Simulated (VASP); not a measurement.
Wanted: the native input for a VASP 6.6.1 run.

| Property | Result |
| --- | --- |
| Task | relaxation of cell and atoms |
| Functional | PBEsol |
| Potentials or basis | VASP PAW PBE potentials, release 64 (Ru_pv) |
| Cutoff | 600 eV |
| k mesh | 11 × 11 × 6 |
| Occupations | fermi-dirac, width 0.1 eV |
| Spin | no spin polarisation |
| Dipole correction | no |
| Further INCAR settings | ALGO = Normal; EDIFF = 1e-06; IBRION = 2; EDIFFG = -0.03; NSW = 80; ISIF = 3 |

The structure of Ru lies in POSCAR:

```
Ru
1.0
    2.7058000000      0.0000000000      0.0000000000
   -1.3529000000      2.3432920000      0.0000000000
    0.0000000000      0.0000000000      4.2819000000
Ru
2
Direct
    0.3333333333      0.6666666667      0.2500000000
    0.6666666667      0.3333333333      0.7500000000
```

These files were run (other wordings do the same):

INCAR

```
SYSTEM = Ru
  PREC = Accurate
  ENCUT = 600
  EDIFF = 1E-6
  ISMEAR = -1
  SIGMA = 0.1
  LREAL = .False.
  LASPH = .True.
  NELM = 100
  ALGO = Normal
  ISIF = 3
  LWAVE = .False.
  LCHARG = .False.
  GGA = PS
  IBRION = 2
  NSW = 80
  EDIFFG = -0.03
```

KPOINTS

```
Automatic mesh
0
Gamma
  11 11 6
  0 0 0
```

Potentials or basis: VASP PAW PBE potentials, release 64 (Ru_pv).

Run with:

```sh
$ cat potpaw_PBE.64/Ru_pv/POTCAR > POTCAR
$ mpirun -np 1 vasp_std > vasp.out
```

It gave:

```json
{
  "Relaxed volume": "13.33 Å³/atom",
  "Relaxed cell": "a = 2.690 Å, b = 2.690 Å, c = 4.255 Å, α = 90.00°, β = 90.00°, γ = 120.00°",
  "Space group after relaxing (to 0.1 Å)": "P6_3/mmc (No. 194)",
  "Energy gained by relaxing": "4.8 meV/atom",
  "Ionic steps": "3",
  "Pressure after relaxing": "-0.2 GPa",
  "Band gap on the k mesh": "zero (bands 14 and 15 overlap by 3.16 eV)"
}
```

Caveat: the PAW data sets were made with another functional, which shifts forces and pressure a little.

Run time: 75 s on 1 thread of Intel Xeon 8259CL, with other jobs on the host, peak memory 0.18 GiB.
